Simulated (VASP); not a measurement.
# CdS (Imm2) in VASP: further runs

CdS is run at these levels: PBE; tasks: single point.

All numbers are computed with VASP 6.6.1; they aren't measurements. Logs are shortened: lines on timing, memory, paths and dates and some standing lists are left out, and cuts for length are marked.

## (1) The cell of the first run

Symmetry: Imm2, No. 44, orthorhombic system. The conventional cell has a = 4.038 Å, b = 4.193 Å, c = 5.820 Å, α = 90.00°, β = 90.00°, γ = 90.00°. Cd (site symmetry mm2) has 4 S at 2.49 to 2.55 Å within 3.3 Å. S (site symmetry mm2) has 4 Cd at 2.49 to 2.55 Å within 3.3 Å.

## (2) Single point, PBE (strain +0.0375 x Voigt [0, 0, 0, 0, 1, 0])

Contents of INCAR:

```
SYSTEM = CdS
PREC = Accurate
ENCUT = 520
EDIFF = 1E-7
ISMEAR = 0
SIGMA = 0.05
LREAL = .False.
LASPH = .True.
NELM = 80
ALGO = Normal
ISIF = 2
LWAVE = .False.
LCHARG = .False.
GGA = PE
NBANDS = 16
```

Contents of KPOINTS:

```
Automatic mesh
0
Gamma
  8 8 8
  0 0 0
```

Contents of POSCAR:

```
CdS
1.0
    0.0545625000      2.9100000000      2.9100000000
    2.9645625000      0.0000000000      2.9645625000
    2.9100000000      2.9100000000      0.0545625000
Cd S
1 1
Direct
    0.0000000000      0.0000000000      0.0000000000
    0.7500000000      0.7500000000      0.7500000000
```

Potentials or basis: VASP PAW PBE potentials, release 64 (Cd, S).

Command:

```bash
$ cat potpaw_PBE.64/Cd/POTCAR potpaw_PBE.64/S/POTCAR > POTCAR
$ mpirun -np 1 vasp_std > vasp.out
```

OUTCAR:

```text
SYSTEM = CdS
   PREC = Accurate
   ENCUT = 520
   EDIFF = 1E-7
   ISMEAR = 0
   LREAL = .False.
   LASPH = .True.
   NELM = 80
   ISIF = 2
   GGA = PE

 ion  position               nearest neighbor table
   1  0.000  0.000  0.000-   2 2.49   2 2.49   2 2.55   2 2.55
   2  0.750  0.750  0.750-   1 2.49   1 2.49   1 2.55   1 2.55

  LATTYP: Found a body centered orthorhombic cell.
 ALAT       =     4.0381984390
 B/A-ratio  =     1.0382165605
 C/A-ratio  =     1.4412367515

  Lattice vectors:

 A1 = (   0.0545625000,  -2.9100000000,   2.9100000000)
 A2 = (  -0.0545625000,  -2.9100000000,  -2.9100000000)
 A3 = (   2.9100000000,   2.9100000000,   0.0545625000)

Analysis of symmetry for initial positions (statically):
=====================================================================
 Subroutine PRICEL returns:
 Original cell was already a primitive cell.

 Routine SETGRP: Setting up the symmetry group for a
 body centered orthorhombic supercell.

 Subroutine GETGRP returns: Found  4 space group operations
 (whereof  4 operations were pure point group operations)
 out of a pool of  8 trial point group operations.

The static configuration has the point symmetry C_2v.

Analysis of symmetry for dynamics (positions and initial velocities):
=====================================================================
 Subroutine PRICEL returns:
 Original cell was already a primitive cell.

 Routine SETGRP: Setting up the symmetry group for a
 body centered orthorhombic supercell.

 Subroutine GETGRP returns: Found  4 space group operations
 (whereof  4 operations were pure point group operations)
 out of a pool of  8 trial point group operations.

The dynamic configuration has the point symmetry C_2v.

 Subroutine INISYM returns: Found  4 space group operations
 (whereof  4 operations are pure point group operations),
 and found     1 'primitive' translations

----------------------------------------------------------------------------------------

                                     Primitive cell

  volume of cell :      49.2670

  direct lattice vectors                    reciprocal lattice vectors
     0.054562500  2.910000000  2.910000000    -0.175104516  0.171821306  0.175104516
     2.964562500  0.000000000  2.964562500     0.168658951 -0.171821306  0.168658951
     2.910000000  2.910000000  0.054562500     0.175104516  0.171821306 -0.175104516

  length of vectors
     4.115723152  4.192524494  4.115723152     0.301406277  0.293962998  0.301406277

  position of ions in fractional coordinates (direct lattice)
[... 79 lines left out ...]
   EDIFF  = 0.1E-06   stopping-criterion for ELM
   LREAL  =      F    real-space projection
   EDIFFG = 0.1E-05   stopping-criterion for IOM
   NSW    =      0    number of steps for IOM
   IBRION =     -1    ionic relax: 0-MD 1-quasi-New 2-CG
   NFREE  =      0    steps in history (QN), initial steepest desc. (CG)
   ISIF   =      2    stress and relaxation
   ISYM   =      2    0-nonsym 1-usesym 2-fastsym
   POTIM  = 0.5000    time-step for ionic-motion
   TEBEG  =    0.0;   TEEND  =   0.0 temperature during run
   PSTRESS=    0.0 pullay stress
   NELECT =      18.0000    total number of electrons
   NUPDOWN=      -1.0000    fix difference up-down
   EMIN   =  10.00;   EMAX   =-10.00  energy-range for DOS
   EFERMI =   0.00;   METHOD = LEGACY
   ISMEAR =     0;   SIGMA  =   0.05  broadening in eV -4-tet -1-fermi 0-gaus
   EFERMI_NEDOS =   21; number of points for ismear=-14 and -15
   IALGO  =     38    algorithm
   IMIX   =      4    mixing-type and parameters
     AMIX     =   0.40;   BMIX     =  1.00
     AMIX_MAG =   1.60;   BMIX_MAG =  1.00
  volume/ion in A,a.u.               =      24.63       166.24
  Fermi-wavevector in a.u.,A,eV,Ry     =   1.170344  2.211630 18.635973  1.369705
  Thomas-Fermi vector in A             =   2.306804
   LORBIT       =      0    0 simple, 1 ext, 2 COOP (PROOUT), +10 PAW based schemes
   GGA     = PE    functional components
   LHFCALC =     F    Hartree Fock is set to
   AEXX    =    0.0000 exact exchange contribution
   IVDW    =     0    specifies the selected vdW correction
   LEPSILON=     F    determine dielectric tensor
   LRPA    =     F    only Hartree local field effects (RPA)
 non-spin polarized calculation
 Gauss-broadening in eV      SIGMA  =   0.05
  energy-cutoff  :      520.00
  volume of cell :       49.27
 maximum number of plane-waves:      1344
   NGX = 15   NGY = 15   NGZ = 15

 number of electron      18.0000000 magnetization

 Free energy of the ion-electron system (eV)
  ---------------------------------------------------
  ext. energy  EPLUGINS =         0.00000000
  ---------------------------------------------------
  free energy    TOTEN  =        -6.10128214 eV

  energy without entropy =       -6.10128214  energy(sigma->0) =       -6.10128214

 E-fermi :   1.7239     XC(G=0):  -9.1824

 val. band max:        1.4370977446   @ k =   0.0000   0.0000   0.0000
 cond. band min:       2.5371837284   @ k =   0.0000   0.0000   0.0000
 fundamental gap:      1.1000859838
 Fermi energy:         1.7239282478

 k-point     1 :       0.0000    0.0000    0.0000
  band No.  band energies     occupation
      1     -11.0417      2.00000
      2      -6.4036      2.00000
      3      -6.3824      2.00000
      4      -6.3606      2.00000
      5      -5.8919      2.00000
      6      -5.8909      2.00000
[... 433 lines left out ...]
      3      -6.1646      2.00000
      4      -6.0734      2.00000
      5      -5.8350      2.00000
      6      -5.7763      2.00000
[... 8 lines left out ...]
     15      13.5939      0.00000
     16      15.7670      0.00000

 [... further k-points ...]

------------------------ aborting loop because EDIFF is reached ----------------------------------------

  FORCE on cell =-STRESS in cart. coord.  units (eV):
  Direction    XX          YY          ZZ          XY          YZ          ZX
  --------------------------------------------------------------------------------------
  -------------------------------------------------------------------------------------
  Total        1.1714812      1.1673345      1.1714812      0.0000000      0.0000000     -0.6636854
  in kB       38.0969022     37.9620491     38.0969022      0.0000000      0.0000000    -21.5832373
  external PRESSURE =      38.0519511 kB  Pullay stress =       0.0000000 kB

 VOLUME and BASIS-vectors are now :
 -----------------------------------------------------------------------------
  energy-cutoff  :      520.00
  volume of cell :       49.27
      direct lattice vectors                 reciprocal lattice vectors
     0.054562500  2.910000000  2.910000000    -0.175104516  0.171821306  0.175104516
     2.964562500  0.000000000  2.964562500     0.168658951 -0.171821306  0.168658951
     2.910000000  2.910000000  0.054562500     0.175104516  0.171821306 -0.175104516

 POSITION                                       TOTAL-FORCE (eV/Angst)
 -----------------------------------------------------------------------------------
      0.00000      0.00000      0.00000        -0.000000     -0.282535     -0.000000
      4.44684      4.36500      4.44684         0.000000      0.282535      0.000000
 -----------------------------------------------------------------------------------
    total drift:                                0.000000      0.000151      0.000000

  FREE ENERGIE OF THE ION-ELECTRON SYSTEM (eV)
  ---------------------------------------------------
  free  energy   TOTEN  =        -6.1012821384 eV

  energy  without entropy=       -6.1012821384  energy(sigma->0) =       -6.10128214
```

OSZICAR:

```text
N       E                     dE             d eps       ncg     rms          rms(c)
DAV:   1     0.108366188055E+03    0.10837E+03   -0.91264E+03  3136   0.103E+03
DAV:   2    -0.250260152804E+01   -0.11087E+03   -0.10448E+03  3712   0.253E+02
DAV:   3    -0.662137973652E+01   -0.41188E+01   -0.41113E+01  3792   0.512E+01
DAV:   4    -0.664653939524E+01   -0.25160E-01   -0.25157E-01  3824   0.390E+00
DAV:   5    -0.664687426049E+01   -0.33487E-03   -0.33486E-03  3816   0.425E-01    0.829E+00
DAV:   6    -0.612058545414E+01    0.52629E+00   -0.83470E-01  4608   0.117E+01    0.662E+00
DAV:   7    -0.610089452740E+01    0.19691E-01   -0.20348E-01  3960   0.309E+00    0.319E+00
DAV:   8    -0.610117954086E+01   -0.28501E-03   -0.18734E-02  3728   0.174E+00    0.319E-01
DAV:   9    -0.610109275358E+01    0.86787E-04   -0.21839E-03  3736   0.700E-01    0.583E-02
DAV:  10    -0.610120803501E+01   -0.11528E-03   -0.24693E-04  3840   0.165E-01    0.647E-02
DAV:  11    -0.610128866172E+01   -0.80627E-04   -0.12449E-04  3624   0.906E-02    0.208E-02
DAV:  12    -0.610128116915E+01    0.74926E-05   -0.25320E-05  4136   0.662E-02    0.102E-02
DAV:  13    -0.610128244677E+01   -0.12776E-05   -0.44822E-06  3544   0.132E-02    0.134E-02
DAV:  14    -0.610128214642E+01    0.30036E-06   -0.36489E-07  3992   0.335E-03    0.490E-03
DAV:  15    -0.610128213843E+01    0.79915E-08   -0.19999E-08  2576   0.969E-04
   1 F= -.61012821E+01 E0= -.61012821E+01  d E =-.281229E-18
```

stdout:

```text
POSCAR found type information on POSCAR CdS
 POSCAR found :  2 types and       2 ions
 scaLAPACK will be used
 LDA part: xc-table for (Slater+PW92), standard interpolation
 POSCAR, INCAR and KPOINTS ok, starting setup
 FFT: planning ... GRIDC
 FFT: planning ... GRID_SOFT
 FFT: planning ... GRID
 WAVECAR not read
 entering main loop
```

It took 43 s on 1 thread of Intel Xeon Platinum 8488C (Sapphire Rapids), shared host; peak memory 0.22 GiB.

What came out:

```yaml
Free_energy: -6.1013 eV
Pressure: 3.8 GPa
Largest_force: 0.283 eV/Å
Band_gap_on_the_k_mesh: 1.10 eV, direct
```

Forces on the atoms (eV/Å):
```
Cd   0.000 -0.283  0.000
S    0.000  0.283  0.000
```

Caveat: the cell differs from its parent crystal (strain +0.0375 x Voigt [0, 0, 0, 0, 1, 0]).

[end of part 1 of 2]
